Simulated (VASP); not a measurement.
# AlNi (Cmmm) in VASP: further runs

Runs on AlNi. Level: PBEsol. Tasks: single point.

Program: VASP 6.6.1. These are calculated values, not measurements. Logs are shortened: lines on timing, memory, paths and dates and some standing lists are left out, and cuts for length are marked.

## (1) The cell of the first run

It takes space group Cmmm (No. 65, orthorhombic). Conventional cell: a = 3.877 Å, b = 3.906 Å, c = 3.099 Å, α = 90.00°, β = 90.00°, γ = 90.00°. Al (site symmetry mmm) has 8 Ni at 2.48 to 2.49 Å and 6 Al at 2.75 to 3.10 Å within 3.3 Å. Ni (site symmetry mmm) has 8 Al at 2.48 to 2.49 Å and 6 Ni at 2.75 to 3.10 Å within 3.3 Å.

## (2) Single point, PBEsol

INCAR reads:

```
SYSTEM = AlNi
PREC = Accurate
ENCUT = 520
EDIFF = 1E-7
ISMEAR = 0
SIGMA = 0.1
LREAL = .False.
LASPH = .True.
NELM = 60
ALGO = Normal
ISIF = 2
LWAVE = .False.
LCHARG = .False.
GGA = PS
NBANDS = 14
```

KPOINTS reads:

```
Automatic mesh
0
Gamma
  10 10 8
  0 0 0
```

POSCAR reads:

```
AlNi
1.0
    1.9386940000     -1.9531901500      0.0000000000
    1.9386940000      1.9531901500      0.0000000000
    0.0000000000      0.0000000000      3.0994300413
Al Ni
1 1
Direct
    0.0000000000      0.0000000000      0.0000000000
    0.5000000000      0.5000000000      0.5000000000
```

Potentials or basis: VASP PAW PBE potentials, release 64 (Al, Ni).

Command:

```console
$ cat potpaw_PBE.64/Al/POTCAR potpaw_PBE.64/Ni/POTCAR > POTCAR
$ mpirun -np 1 vasp_std > vasp.out
```

OUTCAR:

```text
SYSTEM = AlNi
   PREC = Accurate
   ENCUT = 520
   EDIFF = 1E-7
   ISMEAR = 0
   LREAL = .False.
   LASPH = .True.
   NELM = 60
   ISIF = 2
   GGA = PS

 ion  position               nearest neighbor table
   1  0.000  0.000  0.000-   2 2.48   2 2.48   2 2.48   2 2.48   2 2.49   2 2.49   2 2.49   2 2.49

   2  0.500  0.500  0.500-   1 2.48   1 2.48   1 2.48   1 2.48   1 2.49   1 2.49   1 2.49   1 2.49

  LATTYP: Found a base centered orthorhombic cell.
 ALAT       =     3.8773880000
 B/A-ratio  =     1.0074772759
 C/A-ratio  =     0.7993603017

  Lattice vectors:

 A1 = (   1.9386940000,  -1.9531901500,   0.0000000000)
 A2 = (   1.9386940000,   1.9531901500,   0.0000000000)
 A3 = (   0.0000000000,   0.0000000000,   3.0994300413)

Analysis of symmetry for initial positions (statically):
=====================================================================
 Subroutine PRICEL returns:
 Original cell was already a primitive cell.

 Routine SETGRP: Setting up the symmetry group for a
 base centered orthorhombic supercell.

 Subroutine GETGRP returns: Found  8 space group operations
 (whereof  8 operations were pure point group operations)
 out of a pool of  8 trial point group operations.

The static configuration has the point symmetry D_2h.

Analysis of symmetry for dynamics (positions and initial velocities):
=====================================================================
 Subroutine PRICEL returns:
 Original cell was already a primitive cell.

 Routine SETGRP: Setting up the symmetry group for a
 base centered orthorhombic supercell.

 Subroutine GETGRP returns: Found  8 space group operations
 (whereof  8 operations were pure point group operations)
 out of a pool of  8 trial point group operations.

The dynamic configuration has the point symmetry D_2h.

 Subroutine INISYM returns: Found  8 space group operations
 (whereof  8 operations are pure point group operations),
 and found     1 'primitive' translations

----------------------------------------------------------------------------------------

                                     Primitive cell

  volume of cell :      23.4728

  direct lattice vectors                    reciprocal lattice vectors
     1.938694000 -1.953190150  0.000000000     0.257905580 -0.255991461  0.000000000
     1.938694000  1.953190150  0.000000000     0.257905580  0.255991461  0.000000000
     0.000000000  0.000000000  3.099430041     0.000000000  0.000000000  0.322639965

  length of vectors
     2.751996764  2.751996764  3.099430041     0.363382603  0.363382603  0.322639965

  position of ions in fractional coordinates (direct lattice)
     0.000000000  0.000000000  0.000000000
     0.500000000  0.500000000  0.500000000

  ion indices of the primitive-cell ions
   primitive index   ion index
                 1           1
                 2           2

----------------------------------------------------------------------------------------

 KPOINTS: Automatic mesh

Automatic generation of k-mesh.
 Grid dimensions read from file:
 generate k-points for:   10   10    8

 Generating k-lattice:

  Cartesian coordinates                     Fractional coordinates (reciprocal lattice)
     0.025790558 -0.025599146  0.000000000     0.100000000  0.000000000  0.000000000
     0.025790558  0.025599146  0.000000000     0.000000000  0.100000000  0.000000000
     0.000000000  0.000000000  0.040329996     0.000000000  0.000000000  0.125000000

  Length of vectors
     0.036338260  0.036338260  0.040329996

  Shift w.r.t. Gamma in fractional coordinates (k-lattice)
     0.000000000  0.000000000  0.000000000

 Subroutine IBZKPT returns following result:
 ===========================================

 Found    155 irreducible k-points:

 Following reciprocal coordinates:
            Coordinates               Weight
  0.000000  0.000000  0.000000      1.000000
  0.100000 -0.000000  0.000000      4.000000
  0.200000 -0.000000  0.000000      4.000000
  0.300000 -0.000000  0.000000      4.000000
  0.400000 -0.000000  0.000000      4.000000
  0.500000 -0.000000  0.000000      2.000000
[... 16 lines left out ...]
  0.300000  0.300000  0.000000      2.000000
  0.400000  0.300000  0.000000      4.000000
 [... further k-points ...]
   k-points           NKPTS =    155   k-points in BZ     NKDIM =    155   number of bands    NBANDS=     14
   number of dos      NEDOS =    301   number of ions     NIONS =      2
   total plane-waves  NPLWV =   9600
   dimension x,y,z NGX =    20 NGY =   20 NGZ =   24
   dimension x,y,z NGXF=    40 NGYF=   40 NGZF=   48
   ions per type =               1   1
   NGX,Y,Z   is equivalent  to a cutoff of  12.08, 12.08, 12.87 a.u.
   NGXF,Y,Z  is equivalent  to a cutoff of  24.16, 24.16, 25.75 a.u.
 SYSTEM =  AlNi
   PREC   = accura    normal or accurate (medium, high low for compatibility)
   ISTART =      0    job   : 0-new  1-cont  2-samecut
   ICHARG =      2    charge: 1-file 2-atom 10-const
   ISPIN  =      1    spin polarized calculation?
   LNONCOLLINEAR =      F non collinear calculations
   LSORBIT =      F    spin-orbit coupling
   LASPH  =      T    aspherical Exc in radial PAW
   ENCUT  =  520.0 eV  38.22 Ry    6.18 a.u.   5.12  5.12  5.76*2*pi/ulx,y,z
   NELM   =     60;   NELMIN=  2; NELMDL= -5     # of ELM steps
   EDIFF  = 0.1E-06   stopping-criterion for ELM
   LREAL  =      F    real-space projection
   EDIFFG = 0.1E-05   stopping-criterion for IOM
   NSW    =      0    number of steps for IOM
   IBRION =     -1    ionic relax: 0-MD 1-quasi-New 2-CG
   NFREE  =      0    steps in history (QN), initial steepest desc. (CG)
   ISIF   =      2    stress and relaxation
   ISYM   =      2    0-nonsym 1-usesym 2-fastsym
   POTIM  = 0.5000    time-step for ionic-motion
   TEBEG  =    0.0;   TEEND  =   0.0 temperature during run
   PSTRESS=    0.0 pullay stress
   NELECT =      13.0000    total number of electrons
   NUPDOWN=      -1.0000    fix difference up-down
   EMIN   =  10.00;   EMAX   =-10.00  energy-range for DOS
   EFERMI =   0.00;   METHOD = LEGACY
   ISMEAR =     0;   SIGMA  =   0.10  broadening in eV -4-tet -1-fermi 0-gaus
   EFERMI_NEDOS =   21; number of points for ismear=-14 and -15
   IALGO  =     38    algorithm
   IMIX   =      4    mixing-type and parameters
     AMIX     =   0.40;   BMIX     =  1.00
     AMIX_MAG =   1.60;   BMIX_MAG =  1.00
  volume/ion in A,a.u.               =      11.74        79.20
  Fermi-wavevector in a.u.,A,eV,Ry     =   1.344417  2.540580 24.591955  1.807458
  Thomas-Fermi vector in A             =   2.472413
   LORBIT       =      0    0 simple, 1 ext, 2 COOP (PROOUT), +10 PAW based schemes
   GGA     = PS    functional components
   LHFCALC =     F    Hartree Fock is set to
   AEXX    =    0.0000 exact exchange contribution
   IVDW    =     0    specifies the selected vdW correction
   LEPSILON=     F    determine dielectric tensor
   LRPA    =     F    only Hartree local field effects (RPA)
 non-spin polarized calculation
 Gauss-broadening in eV      SIGMA  =   0.10
  energy-cutoff  :      520.00
  volume of cell :       23.47
 maximum number of plane-waves:       646
   NGX = 11   NGY = 11   NGZ = 11

 number of electron      13.0000022 magnetization

 Free energy of the ion-electron system (eV)
  ---------------------------------------------------
  ext. energy  EPLUGINS =         0.00000000
  ---------------------------------------------------
  free energy    TOTEN  =       -11.54208662 eV

  energy without entropy =      -11.53562654  energy(sigma->0) =      -11.53885658

 E-fermi :  10.1006     XC(G=0): -12.2569

 val. band max:       10.0818220499   @ k =   0.5000   0.3000   0.5000
 cond. band min:      10.1280505830   @ k =   0.4000   0.2000   0.3750
 fundamental gap:      0.0462285331
 Fermi energy:        10.1006410131

 k-point     1 :       0.0000    0.0000    0.0000
  band No.  band energies     occupation
      1      -1.1363      2.00000
      2       6.7090      2.00000
      3       6.8550      2.00000
      4       8.4758      2.00000
      5       8.4951      2.00000
      6       8.7910      2.00000
      7      13.0816      0.00000
      8      17.1851      0.00000
      9      17.2284      0.00000
     10      17.3227      0.00000
     11      18.8108      0.00000
     12      24.7650      0.00000
     13      30.5555      0.00000
     14      30.5644      0.00000

 k-point     2 :       0.1000   -0.0000    0.0000
  band No.  band energies     occupation
      1      -0.9349      2.00000
      2       6.7612      2.00000
      3       6.8727      2.00000
      4       8.3430      2.00000
      5       8.4977      2.00000
      6       8.7128      2.00000
      7      13.3902      0.00000
      8      15.1311      0.00000
      9      17.4485      0.00000
     10      17.4717      0.00000
     11      20.2945      0.00000
     12      25.7064      0.00000
     13      28.3559      0.00000
     14      30.5954      0.00000

 k-point     3 :       0.2000   -0.0000    0.0000
  band No.  band energies     occupation
      1      -0.3372      2.00000
      2       6.7854      2.00000
      3       6.9464      2.00000
      4       8.0226      2.00000
      5       8.5189      2.00000
      6       8.5279      2.00000
      7      12.6575      0.00000
      8      14.2157      0.00000
      9      17.5965      0.00000
     10      18.1447      0.00000
     11      21.5585      0.00000
     12      25.6040      0.00000
     13      28.1827      0.00000
     14      28.7270      0.00000
[... 324 lines left out ...]
 k-point    23 :       0.3000    0.3000    0.0000
  band No.  band energies     occupation
      1       2.3130      2.00000
      2       6.6345      2.00000
      3       7.2482      2.00000
      4       7.7824      2.00000
      5       7.9710      2.00000
      6       8.0045      2.00000
      7      10.8938      0.00000
      8      13.3291      0.00000
      9      17.5148      0.00000
     10      18.3631      0.00000
     11      20.8246      0.00000
     12      23.8644      0.00000
     13      24.8839      0.00000
     14      25.4456      0.00000

 k-point    24 :       0.4000    0.3000    0.0000
  band No.  band energies     occupation
      1       3.4864      2.00000
      2       5.9881      2.00000
      3       7.4895      2.00000
      4       7.6478      2.00000
      5       7.9573      2.00000
      6       7.9907      2.00000
      7      10.0343      1.65157
      8      13.7415      0.00000
      9      16.7456      0.00000
     10      18.8617      0.00000
     11      21.2160      0.00000
     12      22.1568      0.00000
     13      24.3521      0.00000
     14      25.4189      0.00000

 [... further k-points ...]

------------------------ aborting loop because EDIFF is reached ----------------------------------------

  FORCE on cell =-STRESS in cart. coord.  units (eV):
  Direction    XX          YY          ZZ          XY          YZ          ZX
  --------------------------------------------------------------------------------------
  -------------------------------------------------------------------------------------
  Total        0.5666598      0.3126542     -0.6378333      0.0000000      0.0000000      0.0000000
  in kB       38.6782996     21.3407280    -43.5363602      0.0000000      0.0000000      0.0000000
  external PRESSURE =       5.4942225 kB  Pullay stress =       0.0000000 kB

 VOLUME and BASIS-vectors are now :
 -----------------------------------------------------------------------------
  energy-cutoff  :      520.00
  volume of cell :       23.47
      direct lattice vectors                 reciprocal lattice vectors
     1.938694000 -1.953190150  0.000000000     0.257905580 -0.255991461  0.000000000
     1.938694000  1.953190150  0.000000000     0.257905580  0.255991461  0.000000000
     0.000000000  0.000000000  3.099430041     0.000000000  0.000000000  0.322639965

 POSITION                                       TOTAL-FORCE (eV/Angst)
 -----------------------------------------------------------------------------------
      0.00000      0.00000      0.00000        -0.000000      0.000000      0.000000
      1.93869      0.00000      1.54972         0.000000     -0.000000      0.000000
 -----------------------------------------------------------------------------------
    total drift:                                0.000000      0.000000      0.000000

  FREE ENERGIE OF THE ION-ELECTRON SYSTEM (eV)
  ---------------------------------------------------
  free  energy   TOTEN  =       -11.5420866161 eV

  energy  without entropy=      -11.5356265426  energy(sigma->0) =      -11.53885658
```

Wall time 20 s (1 thread of Intel Xeon Platinum 8559C (Emerald Rapids), shared host); peak memory 0.16 GiB.

Results:

| Item | Value |
| --- | --- |
| Free energy | -11.5421 eV |
| Pressure | 0.5 GPa |

Stress tensor (GPa, compression positive):
```
 3.87  0.00  0.00
 0.00  2.13  0.00
 0.00  0.00 -4.35
```

Caveat: the PAW data sets were made with another functional, which shifts forces and pressure a little. Spin polarisation is off, so any magnetic state and its effect on volume and gap are missing.

## (3) Single point, PBEsol

INCAR reads:

```
SYSTEM = AlNi
  PREC = Accurate
  ENCUT = 520
  EDIFF = 1E-6
  ISMEAR = 0
  SIGMA = 0.1
  LREAL = .FALSE.
  LASPH = .TRUE.
  NELM = 80
  ALGO = Normal
  ISIF = 2
  LWAVE = .FALSE.
  LCHARG = .FALSE.
  GGA = PS
  NBANDS = 14
```

KPOINTS reads:

```
Automatic mesh
0
G
  10 10 10
  0 0 0
```

POSCAR is that of step 2.

Potentials or basis: VASP PAW PBE potentials, release 64 (Al, Ni).

Command:

```console
$ cat potpaw_PBE.64/Al/POTCAR potpaw_PBE.64/Ni/POTCAR > POTCAR
$ mpirun -np 1 vasp_std > vasp.out
```

It took 21 s on 1 thread of Intel Xeon Platinum 8559C (Emerald Rapids), shared host; peak memory 0.17 GiB.

Results (log left out):

```
Free energy : -11.5419 eV
Pressure    : 0.6 GPa
```

Stress tensor (GPa, compression positive):
```
 3.52  0.00  0.00
 0.00  2.10  0.00
 0.00  0.00 -3.79
```

Levels at points of the mesh, in eV from the Fermi level:
```
           k point  band 4  band 5  band 6  band 7  band 8  band 9  band 10  band 11
(0.00, 0.00, 0.00)   -1.63   -1.61   -1.32    2.97    7.08    7.12     7.22     8.70
(0.50, 0.00, 0.00)   -2.72   -2.04   -1.49   -0.32    7.81    7.97     9.43    11.66
(0.50, 0.50, 0.00)   -2.41   -2.39   -2.27   -0.82    2.25    3.34    10.83    13.55
(0.00, 0.00, 0.50)   -2.06   -2.04   -1.28   -1.21    8.46   11.21    11.26    11.56
(0.50, 0.00, 0.50)   -2.83   -1.96   -1.87   -1.18    1.33    2.25    13.66    15.62
(0.50, 0.50, 0.50)   -1.15   -0.80    1.88    2.10    2.22    4.00     4.12     4.21
```

Caveat: the PAW data sets were made with another functional, which shifts forces and pressure a little.

[end of part 1 of 2]
